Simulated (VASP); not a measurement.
# BaF2 (Fm-3m) in VASP: notebook, part 4 of 4

VASP 6.6.1. Earlier steps stand in the parts before.

### Step 6. Single point, HSE06

The input, POSCAR:

```
BaF2
1.0
    0.0000000000      3.0971612412      3.0971612412
    3.0971612412      0.0000000000      3.0971612412
    3.0971612412      3.0971612412      0.0000000000
Ba F
1 2
Direct
    0.0000000000      0.0000000000      0.0000000000
    0.2500000000      0.2500000000      0.2500000000
    0.7500000000      0.7500000000      0.7500000000
```

The input, INCAR.step1:

```
  PREC = Accurate
  ENCUT = 520
  EDIFF = 1E-5
  ISMEAR = 0
  SIGMA = 0.01
  LREAL = False
  LASPH = True
  NELM = 120
  ALGO = Normal
  ISIF = 2
  LWAVE = True
  NBANDS = 19
  GGA = PE
  GGA_COMPAT = False
```

The input, INCAR.step2:

```
  PREC = Accurate
  ENCUT = 520
  EDIFF = 1E-6
  ISMEAR = 0
  SIGMA = 0.01
  LREAL = False
  LASPH = True
  NELM = 120
  ALGO = Normal
  ISIF = 2
  LWAVE = False
  LCHARG = True
  GGA = PE
  LHFCALC = True
  HFSCREEN = 0.2079
  PRECFOCK = Normal
  LELF = True
  LVHAR = True
  NBANDS = 19
  ISTART = 1
  GGA_COMPAT = False
```

The input, KPOINTS:

```
regular mesh
0
Gamma
  4 4 4
```

Potentials or basis: VASP PAW PBE potentials, release 64 (Ba_sv, F).

On the command line:

```bash
cat potpaw_PBE.64/Ba_sv/POTCAR potpaw_PBE.64/F/POTCAR > POTCAR
cp INCAR.step1 INCAR
mpirun -np 1 vasp_std > vasp.out
cp INCAR.step2 INCAR
mpirun -np 1 vasp_std > vasp.out
```

OUTCAR:

```text
PREC = Accurate
   ENCUT = 520
   EDIFF = 1E-6
   ISMEAR = 0
   LREAL = False
   LASPH = True
   NELM = 120
   ISIF = 2
   GGA = PE
   LHFCALC = True
   HFSCREEN = 0.2079
   PRECFOCK = Normal
   ISTART = 1

 ion  position               nearest neighbor table
   1  0.000  0.000  0.000-   3 2.68   3 2.68   3 2.68   2 2.68   3 2.68   2 2.68   2 2.68   2 2.68

   2  0.250  0.250  0.250-   1 2.68   1 2.68   1 2.68   1 2.68
   3  0.750  0.750  0.750-   1 2.68   1 2.68   1 2.68   1 2.68

  LATTYP: Found a face centered cubic cell.
 ALAT       =     6.1943224824

  Lattice vectors:

 A1 = (   0.0000000000,   3.0971612412,   3.0971612412)
 A2 = (   3.0971612412,   0.0000000000,   3.0971612412)
 A3 = (   3.0971612412,   3.0971612412,   0.0000000000)

Analysis of symmetry for initial positions (statically):
=====================================================================
 Subroutine PRICEL returns:
 Original cell was already a primitive cell.

 Routine SETGRP: Setting up the symmetry group for a
 face centered cubic supercell.

 Subroutine GETGRP returns: Found 48 space group operations
 (whereof 48 operations were pure point group operations)
 out of a pool of 48 trial point group operations.

The static configuration has the point symmetry O_h .

Analysis of symmetry for dynamics (positions and initial velocities):
=====================================================================
 Subroutine PRICEL returns:
 Original cell was already a primitive cell.

 Routine SETGRP: Setting up the symmetry group for a
 face centered cubic supercell.

 Subroutine GETGRP returns: Found 48 space group operations
 (whereof 48 operations were pure point group operations)
 out of a pool of 48 trial point group operations.

The dynamic configuration has the point symmetry O_h .

 Subroutine INISYM returns: Found 48 space group operations
 (whereof 48 operations are pure point group operations),
 and found     1 'primitive' translations

----------------------------------------------------------------------------------------

                                     Primitive cell

  volume of cell :      59.4185

  direct lattice vectors                    reciprocal lattice vectors
     0.000000000  3.097161241  3.097161241    -0.161438156  0.161438156  0.161438156
     3.097161241  0.000000000  3.097161241     0.161438156 -0.161438156  0.161438156
     3.097161241  3.097161241  0.000000000     0.161438156  0.161438156 -0.161438156

  length of vectors
     4.380047432  4.380047432  4.380047432     0.279619089  0.279619089  0.279619089

  position of ions in fractional coordinates (direct lattice)
     0.000000000  0.000000000  0.000000000
     0.250000000  0.250000000  0.250000000
     0.750000000  0.750000000  0.750000000

  ion indices of the primitive-cell ions
   primitive index   ion index
                 1           1
                 2           2
                 3           3

----------------------------------------------------------------------------------------

 KPOINTS: regular mesh

Automatic generation of k-mesh.
 Grid dimensions read from file:
[... 26 lines left out ...]
  0.500000  0.250000  0.000000     24.000000
 -0.250000  0.250000  0.000000     12.000000
  0.500000  0.500000  0.000000      3.000000
 -0.250000  0.500000  0.250000      6.000000
   k-points           NKPTS =      8   k-points in BZ     NKDIM =     64   number of bands    NBANDS=     19
   number of dos      NEDOS =    301   number of ions     NIONS =      3
   total plane-waves  NPLWV =  46656
   dimension x,y,z NGX =    36 NGY =   36 NGZ =   36
   dimension x,y,z NGXF=    72 NGYF=   72 NGZF=   72
   ions per type =               1   2
   NGX,Y,Z   is equivalent  to a cutoff of  13.66, 13.66, 13.66 a.u.
   NGXF,Y,Z  is equivalent  to a cutoff of  27.33, 27.33, 27.33 a.u.
 SYSTEM =  unknown system
   PREC   = accura    normal or accurate (medium, high low for compatibility)
   ISTART =      1    job   : 0-new  1-cont  2-samecut
   ICHARG =      0    charge: 1-file 2-atom 10-const
   ISPIN  =      1    spin polarized calculation?
   LNONCOLLINEAR =      F non collinear calculations
   LSORBIT =      F    spin-orbit coupling
   LASPH  =      T    aspherical Exc in radial PAW
   ENCUT  =  520.0 eV  38.22 Ry    6.18 a.u.   8.14  8.14  8.14*2*pi/ulx,y,z
   NELM   =    120;   NELMIN=  2; NELMDL=  0     # of ELM steps
   EDIFF  = 0.1E-05   stopping-criterion for ELM
   LREAL  =      F    real-space projection
   EDIFFG = 0.1E-04   stopping-criterion for IOM
   NSW    =      0    number of steps for IOM
   IBRION =     -1    ionic relax: 0-MD 1-quasi-New 2-CG
   NFREE  =      0    steps in history (QN), initial steepest desc. (CG)
   ISIF   =      2    stress and relaxation
   ISYM   =      3    0-nonsym 1-usesym 2-fastsym
   POTIM  = 0.5000    time-step for ionic-motion
   TEBEG  =    0.0;   TEEND  =   0.0 temperature during run
   PSTRESS=    0.0 pullay stress
   NELECT =      24.0000    total number of electrons
   NUPDOWN=      -1.0000    fix difference up-down
   EMIN   =  10.00;   EMAX   =-10.00  energy-range for DOS
   EFERMI =   0.00;   METHOD = LEGACY
   ISMEAR =     0;   SIGMA  =   0.01  broadening in eV -4-tet -1-fermi 0-gaus
   EFERMI_NEDOS =   21; number of points for ismear=-14 and -15
   IALGO  =     38    algorithm
   IMIX   =      1    mixing-type and parameters
     AMIX     =   0.40;   BMIX     =  1.00
     AMIX_MAG =   1.60;   BMIX_MAG =  1.00
  volume/ion in A,a.u.               =      19.81       133.66
  Fermi-wavevector in a.u.,A,eV,Ry     =   1.210147  2.286846 19.925127  1.464456
  Thomas-Fermi vector in A             =   2.345703
   LORBIT       =      0    0 simple, 1 ext, 2 COOP (PROOUT), +10 PAW based schemes
   GGA     = PE    functional components
   LHFCALC =     T    Hartree Fock is set to
   PRECFOCK=normal    Normal, Fast or Accurate (Low or Medium for compatibility)
   ENCUT4O =  -1.0   cutoff for four orbital integrals eV
   NKREDX  =     1    reduce k-point grid by
   NKREDY  =     1    reduce k-point grid by
   NKREDZ  =     1    reduce k-point grid by
   AEXX    =    0.2500 exact exchange contribution
   HFSCREEN=    0.2079 screening length (either q_TF or 0.3 A-1)
   HFSCREENC=   0.2079 screening length for correlation (either q_TF or 0.3 A-1)
   ENCUTFOCK=  -1.0 apply spherical cutoff to Coloumb kernel
   IVDW    =     0    specifies the selected vdW correction
   LEPSILON=     F    determine dielectric tensor
   LRPA    =     F    only Hartree local field effects (RPA)
 non-spin polarized calculation
 Gauss-broadening in eV      SIGMA  =   0.01
  energy-cutoff  :      520.00
  volume of cell :       59.42
 maximum number of plane-waves:      1639
 NGX is ok and might be reduce to    36
  NGX = 28; NGY = 28; NGZ = 28

 number of electron      24.0000001 magnetization

 Free energy of the ion-electron system (eV)
  ---------------------------------------------------
  ext. energy  EPLUGINS =         0.00000000
  ---------------------------------------------------
  free energy    TOTEN  =       -20.37459188 eV

  energy without entropy =      -20.37459188  energy(sigma->0) =      -20.37459188

 E-fermi :  -3.5602     XC(G=0):  -7.1947

 val. band max:       -3.6116194753   @ k =  -0.2500   0.2500   0.0000
 cond. band min:       5.0884780222   @ k =   0.0000   0.0000   0.0000
 fundamental gap:      8.7000974974
 Fermi energy:        -3.5602217249

 k-point     1 :       0.0000    0.0000    0.0000
  band No.  band energies     occupation
      1     -27.6758      2.00000
      2     -24.1498      2.00000
      3     -23.9900      2.00000
      4     -11.3621      2.00000
      5     -11.3621      2.00000
      6     -11.3621      2.00000
[... 153 lines left out ...]
      6     -11.5009      2.00000
[... 11 lines left out ...]
     18      13.4133      0.00000
     19      13.6193      0.00000

------------------------ aborting loop because EDIFF is reached ----------------------------------------

  FORCE on cell =-STRESS in cart. coord.  units (eV):
  Direction    XX          YY          ZZ          XY          YZ          ZX
  --------------------------------------------------------------------------------------
  -------------------------------------------------------------------------------------
  Total        0.5169057      0.5169057      0.5169057      0.0000000      0.0000000     -0.0000000
  in kB       13.9380012     13.9380012     13.9380012      0.0000000      0.0000000     -0.0000000
  external PRESSURE =      13.9380012 kB  Pullay stress =       0.0000000 kB

 VOLUME and BASIS-vectors are now :
 -----------------------------------------------------------------------------
  energy-cutoff  :      520.00
  volume of cell :       59.42
      direct lattice vectors                 reciprocal lattice vectors
     0.000000000  3.097161241  3.097161241    -0.161438156  0.161438156  0.161438156
     3.097161241  0.000000000  3.097161241     0.161438156 -0.161438156  0.161438156
     3.097161241  3.097161241  0.000000000     0.161438156  0.161438156 -0.161438156

 POSITION                                       TOTAL-FORCE (eV/Angst)
 -----------------------------------------------------------------------------------
      0.00000      0.00000      0.00000        -0.000000      0.000000     -0.000000
      1.54858      1.54858      1.54858        -0.000000     -0.000000     -0.000000
      4.64574      4.64574      4.64574         0.000000      0.000000      0.000000
 -----------------------------------------------------------------------------------
    total drift:                               -0.000006     -0.000006     -0.000006

  FREE ENERGIE OF THE ION-ELECTRON SYSTEM (eV)
  ---------------------------------------------------
  free  energy   TOTEN  =       -20.3745918772 eV

  energy  without entropy=      -20.3745918772  energy(sigma->0) =      -20.37459188
```

Run time: 34 min. Hardware: 1 thread of Intel Xeon 8259CL, shared host; peak memory 0.32 GiB.

Results:

- Free energy: -20.3746 eV
- Pressure: 1.4 GPa
- Band gap on the k mesh: 8.70 eV (least direct gap 8.79 eV)

Levels at points of the mesh, in eV from the valence-band top:
```csv
k point,band 8,band 9,band 10,band 11,band 12,band 13,band 14,band 15,band 16,band 17
"(0.00, 0.00, 0.00)",-1.58,-1.58,-0.09,-0.09,-0.09,8.70,11.30,11.30,13.68,13.68
"(0.50, 0.00, 0.00)",-1.15,-0.72,-0.36,-0.17,-0.17,11.24,11.28,11.28,11.69,13.85
"(0.50, 0.50, 0.00)",-0.40,-0.40,-0.30,-0.30,-0.17,9.17,11.14,12.88,14.24,14.24
```

Caveat: the k points lie up to 0.44 Å⁻¹ apart; the PAW data sets were made with another functional, which shifts forces and pressure a little; spin-orbit coupling is left out, which moves the levels of the heavy elements. A k mesh can miss the band edges.

### Step 7. The runs side by side

```tsv
level	potentials or basis	cutoff (eV)	grid for exact exchange (PRECFOCK)	share of exact exchange	screening parameter	gap on the mesh (eV)	pressure (GPa)
PBE	VASP PAW PBE potentials, release 64 (Ba_sv, F)	600	-	-	-	6.78	2.5
LDA	VASP PAW LDA potentials, release 64 (Ba_sv, F)	600	-	-	-	6.40	-3.3
r2SCAN	VASP PAW PBE potentials, release 64 (Ba_sv, F)	660	-	-	-	7.34	0.9
HSE06	VASP PAW PBE potentials, release 64 (Ba_sv, F)	520	Normal	0.25	0.2079 1/Å	8.70	1.4
```

Alike in all rows: task single point; no spin polarisation; cell as given; k mesh 4 × 4 × 4; smearing gaussian 0.01 eV.

Caveats: all runs use coarse meshes; spin-orbit coupling is left out, which moves the levels of the heavy elements; the PAW data sets were made with another functional, which shifts forces and pressure a little (at least some runs).

Absolute energies hang on the potentials; compare differences alone.
